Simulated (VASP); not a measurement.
Wanted: the native input for a VASP 6.6.1 run.

```yaml
Task: single point
Functional: PBE
Potentials_or_basis: VASP PAW PBE potentials, release 64 (Te, Li_sv, Be)
Cutoff: 650 eV
k_mesh: 8 × 8 × 5
Occupations: fermi-dirac, width 0.1 eV
Spin: no spin polarisation
Dipole_correction: no
k_mesh_for_the_DOS: 12 × 12 × 8
Occupations_for_the_DOS: tetrahedron
Further_INCAR_settings: ALGO = Normal; EDIFF = 1e-06
```

The system is LiBeTe.

```xyz
6
Lattice="4.1456 0.0000 0.0000 0.0000 4.1456 0.0000 0.0000 0.0000 6.8770" Properties=species:S:1:pos:R:3 pbc="T T T"
Te    0.0000    2.0728    5.3523
Te    2.0728    0.0000    1.5246
Li    0.0000    2.0728    2.4276
Li    2.0728    0.0000    4.4494
Be    0.0000    0.0000    0.0000
Be    2.0728    2.0728    0.0000
```

The input as run:

POSCAR

```
LiBeTe
1.0
    4.1456340000      0.0000000000      0.0000000000
    0.0000000000      4.1456340000      0.0000000000
    0.0000000000      0.0000000000      6.8769530000
Te Li Be
2 2 2
Direct
    0.0000000000      0.5000000000      0.7783000000
    0.5000000000      0.0000000000      0.2217000000
    0.0000000000      0.5000000000      0.3530000000
    0.5000000000      0.0000000000      0.6470000000
    0.0000000000      0.0000000000      0.0000000000
    0.5000000000      0.5000000000      0.0000000000
```

INCAR.step1

```
SYSTEM = LiBeTe
ALGO = Normal
EDIFF = 1E-6
ENCUT = 650
GGA = PE
GGA_COMPAT = .FALSE.
ISIF = 2
ISMEAR = -1
LASPH = .TRUE.
LCHARG = .TRUE.
LORBIT = 11
LREAL = .FALSE.
LWAVE = .FALSE.
NBANDS = 20
NEDOS = 2001
NELM = 120
PREC = Accurate
SIGMA = 0.1
```

KPOINTS.step1

```
k-points
0
G
  8 8 5
  0 0 0
```

INCAR.step2

```
SYSTEM = LiBeTe
ALGO = Normal
EDIFF = 1E-6
ENCUT = 650
GGA = PE
GGA_COMPAT = .FALSE.
ICHARG = 11
ISIF = 2
ISMEAR = -5
LASPH = .TRUE.
LCHARG = .FALSE.
LORBIT = 11
LREAL = .FALSE.
LWAVE = .FALSE.
NEDOS = 1001
NELM = 120
PREC = Accurate
SIGMA = 0.1
```

KPOINTS.step2

```
k-points
0
G
  12 12 8
  0 0 0
```

Potentials or basis: VASP PAW PBE potentials, release 64 (Te, Li_sv, Be).

Launch:

```bash
$ cat potpaw_PBE.64/Te/POTCAR potpaw_PBE.64/Li_sv/POTCAR potpaw_PBE.64/Be/POTCAR > POTCAR
$ cp INCAR.step1 INCAR
$ cp KPOINTS.step1 KPOINTS
$ mpirun -np 1 vasp_std > vasp.out
$ cp INCAR.step2 INCAR
$ cp KPOINTS.step2 KPOINTS
$ mpirun -np 1 vasp_std > vasp.out
```

It gave:

- Valence electrons inside the program's atomic spheres: Te 3.42; Li 2.06; Be 0.84

Run time: 4.4 min on 1 thread of Intel(R) Xeon(R) Platinum 8259CL CPU @ 2.50GHz (Skylake/Cascade Lake), with other jobs on the host, peak memory 0.52 GiB.
